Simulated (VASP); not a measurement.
BN: single point with PBEsol

The system is BN.

```
B N
1.0
     0.00000    1.76814    1.76814
     1.76814    0.00000    1.76814
     1.76814    1.76814    0.00000
B N
1 1
Direct
  0.00000 0.00000 0.00000
  0.75000 0.75000 0.75000
```

```yaml
Program: VASP 6.6.1
Task: single point
Functional: PBEsol
Potentials_or_basis: VASP PAW PBE potentials, release 64 (B, N)
Cutoff: 520 eV
k_mesh: 12 × 12 × 12
Occupations: gaussian, width 0.01 eV
Spin: no spin polarisation
Dipole_correction: no
Further_INCAR_settings: ALGO = Normal; EDIFF = 1e-06; NBANDS = 11
```

| Item | Value |
| --- | --- |
| Pressure | 25.9 GPa |
| Band gap on the k mesh | 4.34 eV, indirect (least direct gap 9.07 eV) |

Levels at points of the mesh, in eV from the valence-band top:
| k point | band 1 | band 2 | band 3 | band 4 | band 5 | band 6 | band 7 | band 8 |
| --- | --- | --- | --- | --- | --- | --- | --- | --- |
| (0.00, 0.00, 0.00) | -21.03 | 0.00 | 0.00 | 0.00 | 9.07 | 9.07 | 9.07 | 11.35 |
| (0.50, 0.00, 0.00) | -16.44 | -11.40 | -2.08 | -2.08 | 10.97 | 10.98 | 10.98 | 15.74 |
| (0.50, 0.50, 0.00) | -14.97 | -9.41 | -5.28 | -5.28 | 4.34 | 9.46 | 18.91 | 18.91 |

It took 19 s on 1 thread of AMD EPYC 7R13 (shared host), peak memory 0.09 GiB.

Caveat: the PAW data sets were made with another functional, which shifts forces and pressure a little. A k mesh can miss the band edges.
